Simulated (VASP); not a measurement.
A run of VASP 6.6.1:

Contents of INCAR:

```
SYSTEM = PtBr2
ALGO = Normal
EDIFF = 1E-6
ENCUT = 520
GGA = PE
ISIF = 2
ISMEAR = 0
LASPH = .TRUE.
LCHARG = .FALSE.
LREAL = .FALSE.
LWAVE = .FALSE.
NBANDS = 19
NELM = 80
PREC = Accurate
SIGMA = 0.1
```

Contents of KPOINTS:

```
k-points
0
G
  6 6 4
  0 0 0
```

File POSCAR:

```
PtBr2
1.0
    3.6783694800      0.0000000000      0.0000000000
    0.0000000000      3.6783694800      0.0000000000
    0.0000000000      0.0000000000      5.2020000000
Pt Br
1 2
Direct
    0.0000000000      0.0000000000      0.0000000000
    0.0000000000      0.0000000000      0.5000000000
    0.5000000000      0.5000000000      0.0000000000
```

Potentials or basis: VASP PAW PBE potentials, release 64 (Pt, Br).

The run is started by

```sh
$ cat potpaw_PBE.64/Pt/POTCAR potpaw_PBE.64/Br/POTCAR > POTCAR
$ mpirun -np 1 vasp_std > vasp.out
```

Hardware: 1 thread of Intel Xeon 6975P-C (shared host).

Task: How long does it take, and how much memory?

Result: Wall time 32 s on 1 thread of Intel Xeon 6975P-C, with other jobs on the host, peak memory 0.2 GiB. Counts: scf iterations 13, k points 30.
